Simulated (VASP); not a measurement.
Runs of VASP 6.6.1 on WC. The structure is that of space group P-6m2 (No. 187), or close to it. The cells are those of the table. 

| cell | gap on the mesh (eV) | pressure (GPa) | largest force (eV/Å) |
| --- | --- | --- | --- |
| a = 2.886, b = 2.908, c = 2.829 Å, angles 90.0, 90.0, 119.8°, 2 atoms | none | 6.3 | 0.05 |
| a = 2.930, b = 2.886, c = 2.829 Å, angles 90.0, 90.0, 120.5°, 2 atoms | none | 6.4 | 0.12 |
| a = 2.959, b = 2.872, c = 2.829 Å, angles 90.0, 90.0, 121.0°, 2 atoms | none | (a) | 0.23 |
| a = 2.857, b = 2.922, c = 2.829 Å, angles 90.0, 90.0, 119.3°, 2 atoms | none | 6.5 | 0.15 |
| a = 2.915, b = 2.893, c = 2.829 Å, angles 90.0, 90.0, 120.2°, 2 atoms | none | 6.3 | 0.06 |
| a = 2.951, b = 2.875, c = 2.829 Å, angles 90.0, 90.0, 120.9°, 2 atoms | none | 6.7 | 0.20 |

Alike in all rows: task single point; level r2SCAN; potentials or basis VASP PAW PBE potentials, release 64 (W_sv, C); no spin polarisation; k mesh 18 × 18 × 16; cutoff (eV) 520; smearing gaussian 0.15 eV.

Problem. Estimate the missing entries.

Solution. (a) 6.8.

Caveats: the cell stands under pressure; the PAW data sets were made with another functional, which shifts forces and pressure a little; spin-orbit coupling is left out, which moves the levels of the heavy elements.

A k mesh can miss the band edges, and the runs leave out spin-orbit coupling on W.

A gap of «none» marks levels without a gap at the run's occupations.
